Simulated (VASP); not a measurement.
Input of a VASP 6.6.1 run:

The input INCAR:

```
ALGO = Normal
EDIFF = 1E-6
EDIFFG = -0.002
ENCUT = 520
IBRION = 2
ISIF = 2
ISMEAR = 0
LASPH = T
LCHARG = F
LREAL = F
LWAVE = F
NELM = 80
NSW = 50
PREC = Accurate
SIGMA = 0.01
```

File KPOINTS:

```
k-points
0
Gamma
  8 8 8
```

File POSCAR:

```
MoS2
1.0
    1.5631445631      0.9024819343      6.0205454126
   -1.5631445631      0.9024819343      6.0205454126
    0.0000000000     -1.8049638686      6.0205454126
Mo S
1 2
Direct
    0.0000849214      0.0000849214      0.0000849214
    0.2471019553      0.2471019553      0.2471019553
    0.4198131232      0.4198131232      0.4198131232
```

Potentials or basis: VASP PAW LDA potentials, release 64 (Mo_sv, S).

Launch:

```console
$ cat potpaw_LDA.64/Mo_sv/POTCAR potpaw_LDA.64/S/POTCAR > POTCAR
$ mpirun -np 1 vasp_std > vasp.out
```

(1) What does it give for the energy gained by relaxing?

(2) What does it give for the band gap on the k mesh?

## Answers

(1) 0.3 meV/atom.

(2) 0.87 eV (least direct gap 2.14 eV).

Caveat: the cell differs from its parent crystal (z stretched by +0.5 %, x and y held).
